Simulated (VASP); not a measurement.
# Ga (I4/mmm) in VASP: further runs, part 2 of 2

VASP 6.6.1. Earlier steps stand in the parts before.

### Step 3. Electric field gradients, LDA (16.52 Å³/atom)

This run uses another cell than the first one, of 16.52 Å³/atom.

Input file INCAR:

```
SYSTEM = Ga
ALGO = Normal ; EDIFF = 1E-8
ENCUT = 520 ; GGA = CA
ISIF = 2 ; ISMEAR = -1
ISYM = 0 ; LASPH = .TRUE.
LCHARG = .FALSE. ; LEFG = .TRUE.
LREAL = .FALSE. ; LWAVE = .FALSE.
NBANDS = 12 ; NELM = 60
PREC = Accurate ; SIGMA = 0.05
```

Input file KPOINTS:

```
k-points
0
G
  14 14 16
  0 0 0
```

Input file POSCAR:

```
Ga
1.0
   -1.3753388966      1.3753388966      2.1834974363
    1.3753388966     -1.3753388966      2.1834974363
    1.3753388966      1.3753388966     -2.1834974363
Ga
1
Direct
    0.0000000000      0.0000000000      0.0000000000
```

Potentials or basis: VASP PAW LDA potentials, release 64 (Ga_d).

The run is started by

```console
cat potpaw_LDA.64/Ga_d/POTCAR > POTCAR
mpirun -np 1 vasp_std > vasp.out
```

OUTCAR:

```text
SYSTEM = Ga
   EDIFF = 1E-8
   ENCUT = 520
   GGA = CA
   ISIF = 2
   ISMEAR = -1
   ISYM = 0
   LASPH = .TRUE.
   LREAL = .FALSE.
   NELM = 60
   PREC = Accurate

 ion  position               nearest neighbor table
   1  0.000  0.000  0.000-

IMPORTANT INFORMATION: All symmetrisations will be switched off!
NOSYMM: (Re-)initialisation of all symmetry stuff for point group C_1.

----------------------------------------------------------------------------------------

                                     Primitive cell

  volume of cell :      16.5208

  direct lattice vectors                    reciprocal lattice vectors
    -1.375338897  1.375338897  2.183497436     0.000000000  0.363546760  0.228990422
     1.375338897 -1.375338897  2.183497436     0.363546760  0.000000000  0.228990422
     1.375338897  1.375338897 -2.183497436     0.363546760  0.363546760  0.000000000

  length of vectors
     2.924170859  2.924170859  2.924170859     0.429654350  0.429654350  0.514132759

  position of ions in fractional coordinates (direct lattice)
     0.000000000  0.000000000  0.000000000

  ion indices of the primitive-cell ions
   primitive index   ion index
                 1           1

----------------------------------------------------------------------------------------

 KPOINTS: k-points

Automatic generation of k-mesh.
 Grid dimensions read from file:
 generate k-points for:   14   14   16

 Generating k-lattice:

  Cartesian coordinates                     Fractional coordinates (reciprocal lattice)
     0.000000000  0.025967626  0.016356459     0.071428571  0.000000000  0.000000000
[... 142 lines left out ...]
      5      -8.2774      2.00000
      6      -5.5011      2.00000
      7      20.2149      0.00000
      8      20.2158      0.00000
      9      20.2785      0.00000
     10      23.5382      0.00000
     11      23.7494      0.00000
     12      24.3749      0.00000
[... 331 lines left out ...]
 k-point    24 :       0.0714    0.1429    0.0000
  band No.  band energies     occupation
      1      -8.5916      2.00000
      2      -8.4808      2.00000
      3      -8.4424      2.00000
      4      -8.4059      2.00000
      5      -8.2911      2.00000
      6      -4.6016      2.00000
      7      14.5218      0.00000
      8      17.0172      0.00000
      9      19.2994      0.00000
     10      22.4425      0.00000
     11      23.1021      0.00000
     12      25.4632      0.00000

 [... further k-points ...]
[... 5 lines left out ...]
  --------------------------------------------------------------------------------------
  -------------------------------------------------------------------------------------
  Total        0.2841298      0.2841300      0.2520079      0.0138462      0.0118419      0.0118419
  in kB       27.5546749     27.5546950     24.4395154      1.3427899      1.1484208      1.1484155
  external PRESSURE =      26.5162951 kB  Pullay stress =       0.0000000 kB

 VOLUME and BASIS-vectors are now :
 -----------------------------------------------------------------------------
  energy-cutoff  :      520.00
  volume of cell :       16.52
      direct lattice vectors                 reciprocal lattice vectors
    -1.375338897  1.375338897  2.183497436     0.000000000  0.363546760  0.228990422
     1.375338897 -1.375338897  2.183497436     0.363546760  0.000000000  0.228990422
     1.375338897  1.375338897 -2.183497436     0.363546760  0.363546760  0.000000000

 POSITION                                       TOTAL-FORCE (eV/Angst)
 -----------------------------------------------------------------------------------
      0.00000      0.00000      0.00000        -0.000000      0.000000     -0.000000
 -----------------------------------------------------------------------------------
    total drift:                               -0.000000      0.000000     -0.000000

  FREE ENERGIE OF THE ION-ELECTRON SYSTEM (eV)
  ---------------------------------------------------
  free  energy   TOTEN  =        -3.5596768919 eV

  energy  without entropy=       -3.5570182917  energy(sigma->0) =       -3.55834759

 Electric field gradients (V/A^2)
---------------------------------------------------------------------
 ion       V_xx      V_yy      V_zz      V_xy      V_xz      V_yz
---------------------------------------------------------------------
   1     -11.221   -11.221    22.441    -0.819    -0.029    -0.029
---------------------------------------------------------------------

 Electric field gradients after diagonalization (V/A^2)
 (convention: |V_zz| > |V_xx| > |V_yy|)
----------------------------------------------------------------------
 ion       V_xx      V_yy      V_zz     asymmetry (V_yy - V_xx)/ V_zz
----------------------------------------------------------------------
   1     -12.040   -10.402    22.441       0.073
----------------------------------------------------------------------

           NMR quadrupolar parameters

 Cq : quadrupolar parameter    Cq=e*Q*V_zz/h
 eta: asymmetry parameters     (V_yy - V_xx)/ V_zz
 Q  : nuclear electric quadrupole moment in mb (millibarn)
----------------------------------------------------------------------
 ion       Cq(MHz)       eta       Q (mb)
----------------------------------------------------------------------
   1       0.054       0.073       1.000
----------------------------------------------------------------------
```

Wall time 2.2 min (1 thread of Intel Xeon Platinum 8488C (Sapphire Rapids), shared host); peak memory 0.39 GiB.

What came out:

```yaml
Free_energy: -3.5597 eV
Pressure: 2.7 GPa
Band_gap_on_the_k_mesh: zero (an odd number of electrons rules out a gap without spin polarisation)
Largest_electric_field_gradient_by_atom: Ga +22.4 V/Å²
```

Electric field gradients, principal values (V/Å²):
```tsv
atom	least	middle	greatest (by size)
1 Ga	-10.402	-12.040	22.441
```

Caveat: without QUAD_EFG the Cq values of the log hold for a quadrupole moment of 1 mb, not for the nuclei.

### Step 4. Electric field gradients, LDA (16.52 Å³/atom)

This run uses another cell than the first one, of 16.52 Å³/atom.

Input file INCAR:

```
SYSTEM = Ga
ALGO = Normal ; EDIFF = 1E-8
ENCUT = 520 ; ISIF = 2
ISMEAR = -1 ; ISYM = 0
LASPH = .TRUE. ; LCHARG = .FALSE.
LEFG = .TRUE. ; LREAL = .FALSE.
LWAVE = .FALSE. ; NBANDS = 12
NELM = 100 ; PREC = Accurate
SIGMA = 0.05
```

KPOINTS is that of step 3.

POSCAR is that of step 3.

Potentials or basis: VASP PAW LDA potentials, release 64 (Ga_d).

The run is started by

```console
cat potpaw_LDA.64/Ga_d/POTCAR > POTCAR
mpirun -np 1 vasp_std > vasp.out
```

OUTCAR:

```text
SYSTEM = Ga
   EDIFF = 1E-8
   ENCUT = 520
   ISIF = 2
   ISMEAR = -1
   ISYM = 0
   LASPH = .TRUE.
   LREAL = .FALSE.
   NELM = 100
   PREC = Accurate

 ion  position               nearest neighbor table
   1  0.000  0.000  0.000-

IMPORTANT INFORMATION: All symmetrisations will be switched off!
NOSYMM: (Re-)initialisation of all symmetry stuff for point group C_1.

----------------------------------------------------------------------------------------

                                     Primitive cell

  volume of cell :      16.5208

  direct lattice vectors                    reciprocal lattice vectors
    -1.375338897  1.375338897  2.183497436     0.000000000  0.363546760  0.228990422
     1.375338897 -1.375338897  2.183497436     0.363546760  0.000000000  0.228990422
     1.375338897  1.375338897 -2.183497436     0.363546760  0.363546760  0.000000000

  length of vectors
     2.924170859  2.924170859  2.924170859     0.429654350  0.429654350  0.514132759

  position of ions in fractional coordinates (direct lattice)
     0.000000000  0.000000000  0.000000000

  ion indices of the primitive-cell ions
   primitive index   ion index
                 1           1

----------------------------------------------------------------------------------------

 KPOINTS: k-points

Automatic generation of k-mesh.
 Grid dimensions read from file:
 generate k-points for:   14   14   16

 Generating k-lattice:

  Cartesian coordinates                     Fractional coordinates (reciprocal lattice)
     0.000000000  0.025967626  0.016356459     0.071428571  0.000000000  0.000000000
     0.025967626  0.000000000  0.016356459     0.000000000  0.071428571  0.000000000
     0.022721673  0.022721673  0.000000000     0.000000000  0.000000000  0.062500000

  Length of vectors
     0.030689596  0.030689596  0.032133297

  Shift w.r.t. Gamma in fractional coordinates (k-lattice)
     0.000000000  0.000000000  0.000000000

 -----------------------------------------------------------------------------
|                                                                             |
|           W    W    AA    RRRRR   N    N  II  N    N   GGGG   !!!           |
|           W    W   A  A   R    R  NN   N  II  NN   N  G    G  !!!           |
|           W    W  A    A  R    R  N N  N  II  N N  N  G       !!!           |
|           W WW W  AAAAAA  RRRRR   N  N N  II  N  N N  G  GGG   !            |
|           WW  WW  A    A  R   R   N   NN  II  N   NN  G    G                |
|           W    W  A    A  R    R  N    N  II  N    N   GGGG   !!!           |
|                                                                             |
|     Your reciprocal lattice and k-lattice belong to different lattice       |
|     classes:                                                                |
|                                                                             |
|        The reciprocal lattice is body-centered tetragonal,                  |
|        whereas your k-lattice is base-centered monoclinic.                  |
|                                                                             |
|     Results are often still useful ...                                      |
|                                                                             |
 -----------------------------------------------------------------------------

[... 70 lines left out ...]
   IALGO  =     38    algorithm
   IMIX   =      4    mixing-type and parameters
     AMIX     =   0.40;   BMIX     =  1.00
     AMIX_MAG =   1.60;   BMIX_MAG =  1.00
  volume/ion in A,a.u.               =      16.52       111.49
  Fermi-wavevector in a.u.,A,eV,Ry     =   1.511397  2.856126 31.080075  2.284321
  Thomas-Fermi vector in A             =   2.621460
   LORBIT       =      0    0 simple, 1 ext, 2 COOP (PROOUT), +10 PAW based schemes
   GGA     = CA    functional components
   LHFCALC =     F    Hartree Fock is set to
   AEXX    =    0.0000 exact exchange contribution
   IVDW    =     0    specifies the selected vdW correction
   LEPSILON=     F    determine dielectric tensor
   LRPA    =     F    only Hartree local field effects (RPA)
 non-spin polarized calculation
  energy-cutoff  :      520.00
  volume of cell :       16.52
 maximum number of plane-waves:       459
 NGX is ok and might be reduce to    24
   NGX = 11   NGY = 11   NGZ = 11

 number of electron      13.0000006 magnetization

 Free energy of the ion-electron system (eV)
  ---------------------------------------------------
  ext. energy  EPLUGINS =         0.00000000
  ---------------------------------------------------
  free energy    TOTEN  =        -3.55967689 eV

  energy without entropy =       -3.55701829  energy(sigma->0) =       -3.55834759

 E-fermi :   6.6509     XC(G=0): -12.0213

 val. band max:        6.6428539540   @ k =  -0.4286  -0.3571   0.4375
 cond. band min:       6.6711928128   @ k =   0.0714   0.2143   0.2500
 fundamental gap:      0.0283388588
 Fermi energy:         6.6508798692

 k-point     1 :       0.0000    0.0000    0.0000
  band No.  band energies     occupation
      1      -8.6202      2.00000
      2      -8.4664      2.00000
      3      -8.4657      2.00000
      4      -8.4372      2.00000
      5      -8.2774      2.00000
      6      -5.5011      2.00000
      7      20.2149      0.00000
      8      20.2158      0.00000
      9      20.2785      0.00000
     10      23.5382      0.00000
     11      23.7494      0.00000
     12      24.3749      0.00000
[... 331 lines left out ...]
 k-point    24 :       0.0714    0.1429    0.0000
  band No.  band energies     occupation
      1      -8.5916      2.00000
      2      -8.4808      2.00000
      3      -8.4424      2.00000
      4      -8.4059      2.00000
      5      -8.2911      2.00000
      6      -4.6016      2.00000
      7      14.5218      0.00000
      8      17.0172      0.00000
      9      19.2994      0.00000
     10      22.4425      0.00000
     11      23.1021      0.00000
     12      25.4632      0.00000

 [... further k-points ...]
[... 5 lines left out ...]
  --------------------------------------------------------------------------------------
  -------------------------------------------------------------------------------------
  Total        0.2841298      0.2841300      0.2520079      0.0138462      0.0118419      0.0118419
  in kB       27.5546749     27.5546950     24.4395154      1.3427899      1.1484208      1.1484155
  external PRESSURE =      26.5162951 kB  Pullay stress =       0.0000000 kB

 VOLUME and BASIS-vectors are now :
 -----------------------------------------------------------------------------
  energy-cutoff  :      520.00
  volume of cell :       16.52
      direct lattice vectors                 reciprocal lattice vectors
    -1.375338897  1.375338897  2.183497436     0.000000000  0.363546760  0.228990422
     1.375338897 -1.375338897  2.183497436     0.363546760  0.000000000  0.228990422
     1.375338897  1.375338897 -2.183497436     0.363546760  0.363546760  0.000000000

 POSITION                                       TOTAL-FORCE (eV/Angst)
 -----------------------------------------------------------------------------------
      0.00000      0.00000      0.00000        -0.000000      0.000000     -0.000000
 -----------------------------------------------------------------------------------
    total drift:                               -0.000000      0.000000     -0.000000

  FREE ENERGIE OF THE ION-ELECTRON SYSTEM (eV)
  ---------------------------------------------------
  free  energy   TOTEN  =        -3.5596768919 eV

  energy  without entropy=       -3.5570182917  energy(sigma->0) =       -3.55834759

 Electric field gradients (V/A^2)
---------------------------------------------------------------------
 ion       V_xx      V_yy      V_zz      V_xy      V_xz      V_yz
---------------------------------------------------------------------
   1     -11.221   -11.221    22.441    -0.819    -0.029    -0.029
---------------------------------------------------------------------

 Electric field gradients after diagonalization (V/A^2)
 (convention: |V_zz| > |V_xx| > |V_yy|)
----------------------------------------------------------------------
 ion       V_xx      V_yy      V_zz     asymmetry (V_yy - V_xx)/ V_zz
----------------------------------------------------------------------
   1     -12.040   -10.402    22.441       0.073
----------------------------------------------------------------------

           NMR quadrupolar parameters

 Cq : quadrupolar parameter    Cq=e*Q*V_zz/h
 eta: asymmetry parameters     (V_yy - V_xx)/ V_zz
 Q  : nuclear electric quadrupole moment in mb (millibarn)
----------------------------------------------------------------------
 ion       Cq(MHz)       eta       Q (mb)
----------------------------------------------------------------------
   1       0.054       0.073       1.000
----------------------------------------------------------------------
```

stdout:

```text
POSCAR found type information on POSCAR Ga
 POSCAR found :  1 types and       1 ions
 scaLAPACK will be used
 LDA part: xc-table for (Slater(with rela. corr.)+CA(PZ))
 , standard interpolation
 -----------------------------------------------------------------------------
|                                                                             |
[... 18 lines left out ...]
 FFT: planning ... GRIDC
 FFT: planning ... GRID_SOFT
 FFT: planning ... GRID
 WAVECAR not read
 entering main loop
ion   1

     0.0000481     0.7550709     0.0282749   -18.0644571     0.0282762     0.0000010
     0.0000628     0.7550608     0.0282748   -18.0641499     0.0282760     0.0000010
     0.0000820     0.7550457     0.0282746   -18.0636854     0.0282758     0.0000010
     0.0001070     0.7550229     0.0282743   -18.0629866     0.0282756     0.0000010
```

It took 2.3 min on 1 thread of Intel Xeon Platinum 8488C (Sapphire Rapids), shared host; peak memory 0.39 GiB.

Results:

* Free energy: -3.5597 eV
* Pressure: 2.7 GPa
* Band gap on the k mesh: zero (an odd number of electrons rules out a gap without spin polarisation)
* Largest electric field gradient by atom: Ga +22.4 V/Å²

Stress tensor (GPa, compression positive):
```
2.76 0.13 0.11
0.13 2.76 0.11
0.11 0.11 2.44
```

Electric field gradients, principal values (V/Å²):
| atom | least | middle | greatest (by size) |
| --- | --- | --- | --- |
| 1 Ga | -10.402 | -12.040 | 22.441 |

Caveat: without QUAD_EFG the Cq values of the log hold for a quadrupole moment of 1 mb, not for the nuclei.
